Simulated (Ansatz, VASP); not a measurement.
## ZnAu in VASP and in Ansatz

```
CELL_PARAMETERS angstrom
3.14700 0.00000 0.00000
0.00000 3.14700 0.00000
0.00000 0.00000 3.14700
ATOMIC_POSITIONS crystal
Zn 0.65888 0.50000 0.50000
Au 0.00000 0.00000 0.00000
```

Change from the starting cell: all Zn atoms moved -0.500 Å, as atom 1 towards its neighbour atom 1 (Zn) at 3.147 Å.

Alike in both runs: task single point; functional PBEsol; k mesh 16 × 16 × 16; occupations gaussian, width 0.15 eV; no spin polarisation.

|  | VASP | Ansatz |
| --- | --- | --- |
| version | VASP 6.6.1 | Ansatz 0.2.0 |
| potentials or method | VASP PAW PBE potentials, release 64 (Zn, Au), cutoff 520 eV | scalar-relativistic, plane waves, PAW |
| valence electrons in the cell | 23 | 31 |

Ansatz gave:

* gap on the k mesh at the Fermi level (eV): none
* pressure (GPa): 9.6
* traceless stress, the component that is largest in VASP (GPa): -7.81
* rms of the force components (eV/Å): 0.956

Problem. What did VASP give for the same quantities?

Solution. gap on the k mesh at the Fermi level (eV): none; pressure (GPa): 9.9; traceless stress, the component that is largest in VASP (GPa): -7.95; rms of the force components (eV/Å): 0.974.

VASP's potentials were made for PBE, not for PBEsol. Atom by atom the forces differ by 0.018 eV/Å (rms over components). A gap of «none» marks a metal or a gap that the smearing closes. The functional is the same, so the differences come from potentials, cutoffs and numerics. VASP's potentials hold 23 valence electrons a cell and Ansatz's 31, so a difference there can come from the potentials and not from the codes.

Spin-orbit coupling is off throughout.
